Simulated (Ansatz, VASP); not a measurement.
## TiAl3: VASP beside Ansatz

```
CELL_PARAMETERS angstrom
-1.94859 1.94859 4.36462
1.94859 -1.94859 4.36462
1.94859 1.94859 -4.36462
ATOMIC_POSITIONS crystal
Ti 0.00000 0.00000 0.00000
Al 0.25000 0.75000 0.50000
Al 0.75000 0.25000 0.50000
Al 0.50000 0.50000 0.00000
```

Alike in both runs: task single point; functional LDA; k mesh 10 × 10 × 10; occupations fermi-dirac, width 0.05 eV; no spin polarisation.

|  | VASP | Ansatz |
| --- | --- | --- |
| version | VASP 6.6.1 | Ansatz 0.2.0 |
| potentials or method | VASP PAW LDA potentials, release 64 (Ti_sv, Al) | Ansatz PAW |
| plane-wave cutoff (eV) | 520 | 420 |
| valence electrons in the cell | 21 | 21 |

Ansatz gave:

- gap on the k mesh at the Fermi level (eV): none
- pressure (GPa): -8.7
- traceless stress, the component that is largest in VASP (GPa): 0.45

Problem. What did VASP give for the same quantities?

Solution. gap on the k mesh at the Fermi level (eV): none; pressure (GPa): -8.6; traceless stress, the component that is largest in VASP (GPa): 0.45.

LDA's correlation is that of Perdew and Zunger in VASP and of Perdew and Wang (1992) in Ansatz. A gap of «none» marks a metal or a gap that the smearing closes.
